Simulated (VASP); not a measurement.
# TaN (P6/mmm) in VASP: single point with r2SCAN

Aim: the single point of TaN with r2SCAN.

Everything below comes from runs of VASP 6.6.1. Logs are shortened: lines on timing, memory, paths and dates and some standing lists are left out, and cuts for length are marked.

## (1) The cell of the first run

Symmetry: P6/mmm, No. 191, hexagonal system. Conventional cell: a = 5.191 Å, b = 5.191 Å, c = 2.908 Å, α = 90.00°, β = 90.00°, γ = 120.00°. Ta (site symmetry 6/mmm) has 6 N at 2.60 Å and 14 Ta at 2.91 to 3.33 Å within 3.4 Å. Within 3.0 Å of Ta (site symmetry -6m2) lie 6 N at 2.09 Å and 5 Ta at 2.91 to 3.00 Å. N (site symmetry mmm) has 6 Ta at 2.09 to 2.60 Å and 6 N at 2.60 to 2.91 Å within 3.0 Å.

## (2) Single point, r2SCAN

The input, POSCAR:

```
TaN
1.0
    5.1910000000      0.0000000000      0.0000000000
   -2.5955000000      4.4955378700      0.0000000000
    0.0000000000      0.0000000000      2.9080000000
Ta N
3 3
Direct
    0.0000000000      0.0000000000      0.0000000000
    0.3333333300      0.6666666700      0.5000000000
    0.6666666700      0.3333333300      0.5000000000
    0.5000000000      0.0000000000      0.0000000000
    0.5000000000      0.5000000000      0.0000000000
    0.0000000000      0.5000000000      0.0000000000
```

The input, INCAR.step1:

```
SYSTEM = TaN
ALGO = Normal ; EDIFF = 1E-5
ENCUT = 770 ; GGA = PE
GGA_COMPAT = .FALSE. ; ISMEAR = -1
LASPH = .TRUE. ; LCHARG = .FALSE.
LREAL = .FALSE. ; LWAVE = .TRUE.
NBANDS = 36 ; NELM = 120
PREC = Accurate ; SIGMA = 0.1
```

The input, INCAR.step2:

```
SYSTEM = TaN
ALGO = Normal ; EDIFF = 1E-6
ENCUT = 770 ; GGA_COMPAT = .FALSE.
ISIF = 2 ; ISMEAR = -1
ISTART = 1 ; LASPH = .TRUE.
LCHARG = .TRUE. ; LELF = .TRUE.
LMIXTAU = .TRUE. ; LREAL = .FALSE.
LVHAR = .TRUE. ; LWAVE = .FALSE.
METAGGA = R2SCAN ; NBANDS = 36
NELM = 120 ; PREC = Accurate
SIGMA = 0.1
```

The input, KPOINTS:

```
k-points
0
G
  4 4 6
  0 0 0
```

Potentials or basis: VASP PAW PBE potentials, release 64 (Ta_sv_GW, N).

The run is started by

```console
> cat potpaw_PBE.64/Ta_sv_GW/POTCAR potpaw_PBE.64/N/POTCAR > POTCAR
> cp INCAR.step1 INCAR
> mpirun -np 1 vasp_std > vasp.out
> cp INCAR.step2 INCAR
> mpirun -np 1 vasp_std > vasp.out
```

OUTCAR:

```text
SYSTEM = TaN
   EDIFF = 1E-6
   ENCUT = 770
   ISIF = 2
   ISMEAR = -1
   ISTART = 1
   LASPH = .TRUE.
   LREAL = .FALSE.
   METAGGA = R2SCAN
   NELM = 120
   PREC = Accurate

 ion  position               nearest neighbor table
   1  0.000  0.000  0.000-
   2  0.333  0.667  0.500-   4 2.09   4 2.09   6 2.09   6 2.09   5 2.09   5 2.09   3 3.00   3 3.00
                             3 3.00
   3  0.667  0.333  0.500-   4 2.09   4 2.09   6 2.09   6 2.09   5 2.09   5 2.09   2 3.00   2 3.00
                             2 3.00
   4  0.500  0.000  0.000-   2 2.09   3 2.09   2 2.09   3 2.09
   5  0.500  0.500  0.000-   2 2.09   3 2.09   2 2.09   3 2.09
   6  0.000  0.500  0.000-   2 2.09   3 2.09   2 2.09   3 2.09

  LATTYP: Found a hexagonal cell.
 ALAT       =     5.1910000000
 C/A-ratio  =     0.5602003468

  Lattice vectors:

 A1 = (   5.1910000000,   0.0000000000,   0.0000000000)
 A2 = (  -2.5955000000,   4.4955378700,   0.0000000000)
 A3 = (   0.0000000000,   0.0000000000,   2.9080000000)

Analysis of symmetry for initial positions (statically):
=====================================================================
 Subroutine PRICEL returns:
 Original cell was already a primitive cell.

 Routine SETGRP: Setting up the symmetry group for a
 hexagonal supercell.

 Subroutine GETGRP returns: Found 24 space group operations
 (whereof 24 operations were pure point group operations)
 out of a pool of 24 trial point group operations.

The static configuration has the point symmetry D_6h.

Analysis of symmetry for dynamics (positions and initial velocities):
=====================================================================
 Subroutine PRICEL returns:
 Original cell was already a primitive cell.

 Routine SETGRP: Setting up the symmetry group for a
 hexagonal supercell.

 Subroutine GETGRP returns: Found 24 space group operations
 (whereof 24 operations were pure point group operations)
 out of a pool of 24 trial point group operations.

The dynamic configuration has the point symmetry D_6h.

 Subroutine INISYM returns: Found 24 space group operations
 (whereof 24 operations are pure point group operations),
 and found     1 'primitive' translations

----------------------------------------------------------------------------------------

                                     Primitive cell

  volume of cell :      67.8621

  direct lattice vectors                    reciprocal lattice vectors
     5.191000000  0.000000000  0.000000000     0.192641110  0.111221397  0.000000000
    -2.595500000  4.495537870  0.000000000     0.000000000  0.222442793  0.000000000
     0.000000000  0.000000000  2.908000000     0.000000000  0.000000000  0.343878955

  length of vectors
     5.191000000  5.190999999  2.908000000     0.222442793  0.222442793  0.343878955

  position of ions in fractional coordinates (direct lattice)
     0.000000000  0.000000000  0.000000000
     0.333333330  0.666666670  0.500000000
     0.666666670  0.333333330  0.500000000
     0.500000000  0.000000000  0.000000000
     0.500000000  0.500000000  0.000000000
     1.000000000  0.500000000  0.000000000

  ion indices of the primitive-cell ions
   primitive index   ion index
                 1           1
                 2           2
                 3           3
                 4           4
                 5           5
                 6           6

----------------------------------------------------------------------------------------

 KPOINTS: k-points

Automatic generation of k-mesh.
 Grid dimensions read from file:
 generate k-points for:    4    4    6

 Generating k-lattice:

  Cartesian coordinates                     Fractional coordinates (reciprocal lattice)
     0.048160277  0.027805349  0.000000000     0.250000000 -0.000000000  0.000000000
     0.000000000  0.055610698  0.000000000     0.000000000  0.250000000  0.000000000
     0.000000000  0.000000000  0.057313159     0.000000000  0.000000000  0.166666667

  Length of vectors
     0.055610698  0.055610698  0.057313159

  Shift w.r.t. Gamma in fractional coordinates (k-lattice)
     0.000000000  0.000000000  0.000000000

 Subroutine IBZKPT returns following result:
 ===========================================

 Found     16 irreducible k-points:

 Following reciprocal coordinates:
            Coordinates               Weight
  0.000000  0.000000  0.000000      1.000000
  0.250000  0.000000  0.000000      6.000000
  0.500000  0.000000  0.000000      3.000000
  0.250000  0.250000  0.000000      6.000000
  0.000000  0.000000  0.166667      2.000000
  0.250000  0.000000  0.166667     12.000000
[... 8 lines left out ...]
  0.500000  0.000000  0.500000      3.000000
  0.250000  0.250000  0.500000      6.000000
   k-points           NKPTS =     16   k-points in BZ     NKDIM =     16   number of bands    NBANDS=     36
   number of dos      NEDOS =    301   number of ions     NIONS =      6
   total plane-waves  NPLWV =  64512
   dimension x,y,z NGX =    48 NGY =   48 NGZ =   28
   dimension x,y,z NGXF=    96 NGYF=   96 NGZF=   56
   ions per type =               3   3
   NGX,Y,Z   is equivalent  to a cutoff of  15.37, 15.37, 16.01 a.u.
   NGXF,Y,Z  is equivalent  to a cutoff of  30.74, 30.74, 32.01 a.u.
 SYSTEM =  TaN
   PREC   = accura    normal or accurate (medium, high low for compatibility)
   ISTART =      1    job   : 0-new  1-cont  2-samecut
   ICHARG =      0    charge: 1-file 2-atom 10-const
   ISPIN  =      1    spin polarized calculation?
   LNONCOLLINEAR =      F non collinear calculations
   LSORBIT =      F    spin-orbit coupling
   LASPH  =      T    aspherical Exc in radial PAW
   ENCUT  =  770.0 eV  56.59 Ry    7.52 a.u.  11.74 11.74  6.58*2*pi/ulx,y,z
   NELM   =    120;   NELMIN=  2; NELMDL=  0     # of ELM steps
   EDIFF  = 0.1E-05   stopping-criterion for ELM
   LREAL  =      F    real-space projection
   EDIFFG = 0.1E-04   stopping-criterion for IOM
   NSW    =      0    number of steps for IOM
   IBRION =     -1    ionic relax: 0-MD 1-quasi-New 2-CG
   NFREE  =      0    steps in history (QN), initial steepest desc. (CG)
   ISIF   =      2    stress and relaxation
   ISYM   =      2    0-nonsym 1-usesym 2-fastsym
   POTIM  = 0.5000    time-step for ionic-motion
   TEBEG  =    0.0;   TEEND  =   0.0 temperature during run
   PSTRESS=    0.0 pullay stress
   NELECT =      54.0000    total number of electrons
   NUPDOWN=      -1.0000    fix difference up-down
   EMIN   =  10.00;   EMAX   =-10.00  energy-range for DOS
   EFERMI =   0.00;   METHOD = LEGACY
   ISMEAR =    -1;   SIGMA  =   0.10  broadening in eV -4-tet -1-fermi 0-gaus
   EFERMI_NEDOS =   21; number of points for ismear=-14 and -15
   IALGO  =     38    algorithm
   IMIX   =      4    mixing-type and parameters
     AMIX     =   0.40;   BMIX     =  1.00
     AMIX_MAG =   1.60;   BMIX_MAG =  1.00
  volume/ion in A,a.u.               =      11.31        76.33
  Fermi-wavevector in a.u.,A,eV,Ry     =   1.517040  2.866790 31.312592  2.301411
  Thomas-Fermi vector in A             =   2.626349
   LORBIT       =      0    0 simple, 1 ext, 2 COOP (PROOUT), +10 PAW based schemes
   METAGGA = R2SCAN    functional components
   LHFCALC =     F    Hartree Fock is set to
   AEXX    =    0.0000 exact exchange contribution
   IVDW    =     0    specifies the selected vdW correction
   LEPSILON=     F    determine dielectric tensor
   LRPA    =     F    only Hartree local field effects (RPA)
 non-spin polarized calculation
  energy-cutoff  :      770.00
  volume of cell :       67.86
 maximum number of plane-waves:      3343
 NGX is ok and might be reduce to    48
   NGX = 23   NGY = 23   NGZ = 13

 number of electron      54.0000001 magnetization

 Free energy of the ion-electron system (eV)
  ---------------------------------------------------
  ext. energy  EPLUGINS =         0.00000000
  ---------------------------------------------------
  free energy    TOTEN  =      -186.05558123 eV

  energy without entropy =     -186.01325597  energy(sigma->0) =     -186.03441860

 E-fermi :  12.2014     XC(G=0): -14.3332

 val. band max:       12.1924302617   @ k =   0.2500   0.0000   0.5000
 cond. band min:      12.3399245808   @ k =   0.2500   0.0000   0.1667
 fundamental gap:      0.1474943191
 Fermi energy:        12.2014374153

 k-point     1 :       0.0000    0.0000    0.0000
  band No.  band energies     occupation
      1     -59.2177      2.00000
      2     -59.1680      2.00000
      3     -58.8321      2.00000
      4     -25.3627      2.00000
      5     -25.3627      2.00000
      6     -24.9628      2.00000
[... 28 lines left out ...]
     35      15.5775      0.00000
     36      15.5777      0.00000

 k-point     2 :       0.2500    0.0000    0.0000
  band No.  band energies     occupation
      1     -59.2112      2.00000
      2     -59.1743      2.00000
      3     -58.8324      2.00000
      4     -25.4023      2.00000
      5     -25.3299      2.00000
      6     -24.9463      2.00000
[... 28 lines left out ...]
     35      15.8782      0.00000
     36      15.9546      0.00000

 k-point     3 :       0.5000    0.0000    0.0000
  band No.  band energies     occupation
      1     -59.2008      2.00000
      2     -59.1845      2.00000
      3     -58.8326      2.00000
      4     -25.4354      2.00000
      5     -25.2396      2.00000
      6     -25.0398      2.00000
[... 28 lines left out ...]
     35      16.0620      0.00000
     36      16.2138      0.00000
[... 430 lines left out ...]
 k-point    15 :       0.5000    0.0000    0.5000
  band No.  band energies     occupation
      1     -59.1524      2.00000
      2     -59.1366      2.00000
      3     -58.7905      2.00000
      4     -25.6019      2.00000
      5     -25.4991      2.00000
      6     -25.2186      2.00000
[... 28 lines left out ...]
     35      16.9629      0.00000
     36      18.0868      0.00000

 k-point    16 :       0.2500    0.2500    0.5000
  band No.  band energies     occupation
      1     -59.1524      2.00000
      2     -59.1366      2.00000
      3     -58.7905      2.00000
      4     -25.5970      2.00000
      5     -25.5049      2.00000
      6     -25.2389      2.00000
[... 28 lines left out ...]
     35      16.6425      0.00000
     36      18.3587      0.00000

------------------------ aborting loop because EDIFF is reached ----------------------------------------

  FORCE on cell =-STRESS in cart. coord.  units (eV):
  Direction    XX          YY          ZZ          XY          YZ          ZX
  --------------------------------------------------------------------------------------
  -------------------------------------------------------------------------------------
  Total        2.7640932      2.7640932      1.5029523      0.0000000      0.0000000      0.0000000
  in kB       65.2583637     65.2583637     35.4836829      0.0000000      0.0000000      0.0000000
  external PRESSURE =      55.3334701 kB  Pullay stress =       0.0000000 kB

 VOLUME and BASIS-vectors are now :
 -----------------------------------------------------------------------------
  energy-cutoff  :      770.00
  volume of cell :       67.86
      direct lattice vectors                 reciprocal lattice vectors
     5.191000000  0.000000000  0.000000000     0.192641110  0.111221397  0.000000000
    -2.595500000  4.495537870  0.000000000     0.000000000  0.222442793  0.000000000
     0.000000000  0.000000000  2.908000000     0.000000000  0.000000000  0.343878955

 POSITION                                       TOTAL-FORCE (eV/Angst)
 -----------------------------------------------------------------------------------
      0.00000      0.00000      0.00000         0.000000      0.000000      0.000000
     -0.00000      2.99703      1.45400         0.000000      0.000000      0.000000
      2.59550      1.49851      1.45400        -0.000000     -0.000000     -0.000000
      2.59550      0.00000      0.00000         0.000000      0.000000      0.000000
      1.29775      2.24777      0.00000         0.000000      0.000000      0.000000
     -1.29775      2.24777      0.00000         0.000000      0.000000      0.000000
 -----------------------------------------------------------------------------------
    total drift:                               -0.000000      0.000000      0.000000

  FREE ENERGIE OF THE ION-ELECTRON SYSTEM (eV)
  ---------------------------------------------------
  free  energy   TOTEN  =      -186.0555812257 eV

  energy  without entropy=     -186.0132559714  energy(sigma->0) =     -186.03441860
```

Run time: 2.4 min. Hardware: 1 thread of Intel Xeon 6975P-C (Granite Rapids), shared host; peak memory 0.29 GiB.

What came out:

```
Free energy            : -186.0556 eV
Pressure               : 5.5 GPa
Band gap on the k mesh : zero (bands 27 and 28 overlap by 2.18 eV)
```

Levels at points of the mesh, in eV from the Fermi level:
| k point | band 23 | band 24 | band 25 | band 26 | band 27 | band 28 | band 29 | band 30 | band 31 | band 32 |
| --- | --- | --- | --- | --- | --- | --- | --- | --- | --- | --- |
| (0.00, 0.00, 0.00) | -3.30 | -3.30 | -2.73 | -2.16 | -1.15 | -1.15 | 0.94 | 0.94 | 1.53 | 2.30 |
| (0.50, 0.00, 0.00) | -4.93 | -3.72 | -3.20 | -1.74 | -0.65 | 1.47 | 1.98 | 2.02 | 2.40 | 2.53 |
| (0.00, 0.00, 0.50) | -3.95 | -3.38 | -3.38 | -2.13 | 1.03 | 1.03 | 1.40 | 2.13 | 2.61 | 2.61 |
| (0.50, 0.00, 0.50) | -4.76 | -3.63 | -3.32 | -2.34 | -1.34 | 1.11 | 1.53 | 3.22 | 3.61 | 3.61 |

Caveat: the k points lie up to 0.36 Å⁻¹ apart, too coarse for converged energies and pressures of a metal; the PAW data sets were made with another functional, which shifts forces and pressure a little; spin-orbit coupling is left out, which moves the levels of the heavy elements.

The gap in the log of VASP goes by the Fermi energy; the results here count the filled bands.